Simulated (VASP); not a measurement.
Here is a VASP 6.6.1 calculation.

INCAR

```
  PREC = Accurate
  ENCUT = 520
  EDIFF = 1E-6
  ISMEAR = 0
  SIGMA = 0.1
  LREAL = F
  LASPH = T
  NELM = 120
  ALGO = Normal
  ISIF = 2
  LWAVE = F
  LCHARG = F
  LDIPOL = T
  IDIPOL = 3
  DIPOL = 0.5 0.5 0.500
  GGA = CA
  NBANDS = 102
  GGA_COMPAT = F
  NELMDL = -8
```

File KPOINTS:

```
Automatic mesh
0
Gamma
  10 10 1
```

POSCAR

```
Cu3Au
1.0
    3.6712915792      0.0000000000      0.0000000000
    0.0000000000      3.6712915792      0.0000000000
    0.0000000000      0.0000000000     27.8495205272
Cu Au
12 4
Direct
    0.0000000000      0.5000000000      0.2716857604
    0.5000000000      0.0000000000      0.2716857604
    0.5000000000      0.5000000000      0.3352309346
    0.0000000000      0.5000000000      0.4011625141
    0.5000000000      0.0000000000      0.4011625141
    0.5000000000      0.5000000000      0.4673144891
    0.0000000000      0.5000000000      0.5327699516
    0.5000000000      0.0000000000      0.5327699516
    0.5000000000      0.5000000000      0.5993133470
    0.0000000000      0.5000000000      0.6647120308
    0.5000000000      0.0000000000      0.6647120308
    0.5000000000      0.5000000000      0.7263843442
    0.0000000000      0.0000000000      0.3353182891
    0.0000000000      0.0000000000      0.4669500859
    0.0000000000      0.0000000000      0.5985517497
    0.0000000000      0.0000000000      0.7302762466
```

Potentials or basis: VASP PAW LDA potentials, release 64 (Cu, Au).

The run is started by

```sh
$ cat potpaw_LDA.64/Cu/POTCAR potpaw_LDA.64/Au/POTCAR > POTCAR
$ mpirun -np 1 vasp_std > vasp.out
```

Problem. What does it give for the largest force?

Solution. 0.041 eV/Å.

Problem. Predict the band gap on the k mesh.

Solution. Zero (bands 88 and 89 overlap by 1.47 eV).

Forces on the atoms (eV/Å):
```
Cu   0.000  0.000 -0.039
Cu   0.000  0.000 -0.039
Cu   0.000  0.000  0.005
Cu   0.000  0.000  0.001
Cu   0.000  0.000  0.001
Cu   0.000  0.000 -0.003
Cu   0.000  0.000  0.003
Cu   0.000  0.000  0.003
Cu   0.000  0.000  0.001
Cu   0.000  0.000 -0.005
Cu   0.000  0.000 -0.005
Cu   0.000  0.000  0.033
Au   0.000  0.000  0.005
Au   0.000  0.000 -0.001
Au   0.000  0.000 -0.001
Au   0.000  0.000  0.041
```

Caveat: spin-orbit coupling is left out, which moves the levels of the heavy elements.
